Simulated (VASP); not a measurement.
A run of VASP 6.6.1:

The input INCAR:

```
SYSTEM = Ru
  PREC = Accurate
  ENCUT = 520
  EDIFF = 1E-7
  ISMEAR = -1
  SIGMA = 0.1
  LREAL = .False.
  LASPH = .True.
  NELM = 80
  ALGO = Normal
  ISIF = 2
  LWAVE = .False.
  LCHARG = .False.
  GGA = PS
  NBANDS = 21
```

File KPOINTS:

```
regular mesh
0
Gamma
  10 10 6
  0 0 0
```

POSCAR

```
Ru
1.0
    2.6963065335      0.0000000000      0.0000000000
   -1.3481532668      2.3350699544      0.0000000000
    0.0000000000      0.0000000000      4.2359198158
Ru
2
Direct
    0.3333333333      0.6666666667      0.2500000000
    0.6666666667      0.3333333333      0.7500000000
```

Potentials or basis: VASP PAW PBE potentials, release 64 (Ru_pv).

Command:

```bash
$ cat potpaw_PBE.64/Ru_pv/POTCAR > POTCAR
$ mpirun -np 1 vasp_std > vasp.out
```

Hardware: 1 thread of AMD EPYC 7R43 64-Core Processor (Zen 3) (shared host).

Problem. Estimate the wall time of this run.

Solution. It took 32 s on 1 thread of AMD EPYC 7R43 64-Core Processor (Zen 3), on a shared host, peak memory 0.11 GiB. Counts: scf iterations 12, k points 56.
